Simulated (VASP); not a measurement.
Here is a VASP 6.6.1 calculation.

INCAR

```
PREC     = Accurate       # precision mode
ENCUT    = 520            # plane-wave cutoff, eV
EDIFF    = 1E-7           # SCF threshold, eV
ISMEAR   = 0              # smearing method
SIGMA    = 0.03           # smearing width, eV
LREAL    = Auto         
LASPH    = T              # aspherical terms in the spheres
NELM     = 80             # most SCF steps
ALGO     = Normal         # electronic algorithm
ISIF     = 2              # what is computed and relaxed
LWAVE    = F              # write WAVECAR
LCHARG   = F              # write CHGCAR
GGA      = PE             # functional
IVDW     = 12             # dispersion correction
NBANDS   = 268            # bands
```

Contents of KPOINTS:

```
regular mesh
0
Gamma
  1 1 1
```

File POSCAR:

```
Ge32H19N
1.0
    8.0016200000      8.0016200000      0.0000000000
   -8.0016200000      8.0016200000      0.0000000000
    0.0000000000      0.0000000000     20.9129000000
Ge H N
32 19 1
Direct
   -0.3129649996      0.3132848098      0.3426049472
   -0.1878861406     -0.3178324514      0.3428340402
    0.0531949780     -0.0523347772      0.3615409149
    0.3185085020      0.1883722296      0.3427064157
   -0.0310140322     -0.4674387811      0.3827256382
    0.2121226702     -0.2122890115      0.3583378202
    0.4677450316      0.0313006616      0.3825829034
    0.5338138402     -0.5331845926      0.3829867689
   -0.1207933518      0.3859544067      0.3038977378
   -0.1189427891     -0.1268559367      0.3010686227
    0.1277068269      0.1192697854      0.3007580489
    0.3867357485      0.3811360075      0.3033083408
    0.1134717095     -0.3773299032      0.3028527368
    0.3775484839     -0.1136922898      0.3029401470
    0.6141532590      0.1212330753      0.3037388406
    0.6195813473     -0.3864634287      0.3031495871
   -0.0010437886      0.2510284167      0.2350227372
    0.0015817422     -0.2524346945      0.2284923181
    0.2527863733     -0.0019487929      0.2284148062
    0.5001530315      0.2492693355      0.2289066079
    0.2487460039     -0.4991911638      0.2357398065
    0.4993678780     -0.2488199890      0.2357431537
    0.7489782069      0.0011651391      0.2350345959
    0.7508883201     -0.5003695502      0.2289406539
   -0.1250000000      0.1250000000      0.1644629870
   -0.1250000000     -0.3750000000      0.1644629870
    0.1250000000     -0.1250000000      0.1644629870
    0.3750000000      0.1250000000      0.1644629870
    0.1250000000     -0.6250000000      0.1644629870
    0.3750000000     -0.3750000000      0.1644629870
    0.6250000000     -0.1250000000      0.1644629870
    0.6250000000     -0.6250000000      0.1644629870
   -0.0489780195      0.0489780195      0.1195430093
   -0.2010219805      0.2010219805      0.1195430093
   -0.0489780195     -0.4510219805      0.1195430093
   -0.2010219805     -0.2989780195      0.1195430093
    0.2010219805     -0.2010219805      0.1195430093
    0.0489780195     -0.0489780195      0.1195430093
    0.4510219805      0.0489780195      0.1195430093
    0.2989780195      0.2010219805      0.1195430093
    0.2010219805     -0.7010219805      0.1195430093
    0.0489780195     -0.5489780195      0.1195430093
    0.4510219805     -0.4510219805      0.1195430093
    0.2989780195     -0.2989780195      0.1195430093
    0.7010219805     -0.2010219805      0.1195430093
    0.5489780195     -0.0489780195      0.1195430093
    0.7010219805     -0.7010219805      0.1195430093
    0.5489780195     -0.5489780195      0.1195430093
    0.0152315406     -0.0142406163      0.4300398797
    0.3292785711     -0.2244323025      0.4575317149
    0.2359532195     -0.3376345040      0.4538110927
    0.2471580755     -0.2504227894      0.4432330284
```

Potentials or basis: VASP PAW PBE potentials, release 64 (Ge_d, H, N).

Command:

```sh
$ cat potpaw_PBE.64/Ge_d/POTCAR potpaw_PBE.64/H/POTCAR potpaw_PBE.64/N/POTCAR > POTCAR
$ mpirun -np 1 vasp_gam > vasp.out
```

Task: Predict the largest force.

Result: 0.622 eV/Å.

Task: Estimate the band gap on the k mesh.

Result: 0.56 eV.

Task: Estimate the dispersion energy per atom.

Result: -0.136 eV.

Forces on the atoms (eV/Å):
```
Ge   0.007  0.001  0.001
Ge   0.005  0.002 -0.006
Ge  -0.008 -0.001  0.028
Ge   0.003 -0.005  0.000
Ge   0.007  0.000  0.010
Ge  -0.006  0.002  0.025
Ge   0.005 -0.001  0.005
Ge  -0.002  0.000 -0.010
Ge   0.002 -0.003 -0.006
Ge   0.001  0.000 -0.001
Ge   0.001 -0.003 -0.002
Ge  -0.001 -0.009  0.002
Ge   0.005  0.005  0.001
Ge  -0.002 -0.002 -0.001
Ge   0.000  0.001 -0.003
Ge  -0.004  0.012  0.008
Ge  -0.001 -0.001 -0.001
Ge   0.007  0.004 -0.009
Ge   0.001  0.000 -0.009
Ge   0.001  0.002 -0.004
Ge  -0.004  0.001 -0.003
Ge  -0.005  0.001 -0.004
Ge   0.000 -0.001 -0.003
Ge   0.005 -0.005 -0.009
Ge  -0.119  0.004  0.512
Ge   0.044  0.042 -0.577
Ge  -0.053 -0.002 -0.474
Ge   0.043 -0.057 -0.588
Ge   0.131  0.054  0.523
Ge  -0.145  0.005  0.605
Ge   0.134 -0.053  0.525
Ge  -0.128  0.001 -0.485
H    0.031  0.000  0.026
H    0.080  0.001  0.027
H   -0.080 -0.037 -0.035
H    0.096 -0.022 -0.011
H   -0.095 -0.006 -0.014
H    0.049  0.001 -0.044
H   -0.080  0.046 -0.037
H    0.095  0.021 -0.012
H   -0.066 -0.005  0.018
H    0.006  0.005  0.027
H    0.027 -0.001  0.010
H    0.083  0.001  0.020
H   -0.066  0.009  0.015
H    0.006  0.000  0.027
H   -0.066 -0.003  0.009
H    0.052  0.001 -0.028
H    0.013 -0.002 -0.023
H   -0.006  0.000  0.000
H   -0.008 -0.006  0.001
N    0.006  0.003 -0.027
```

Caveat: the k points lie up to 0.56 Å⁻¹ apart.
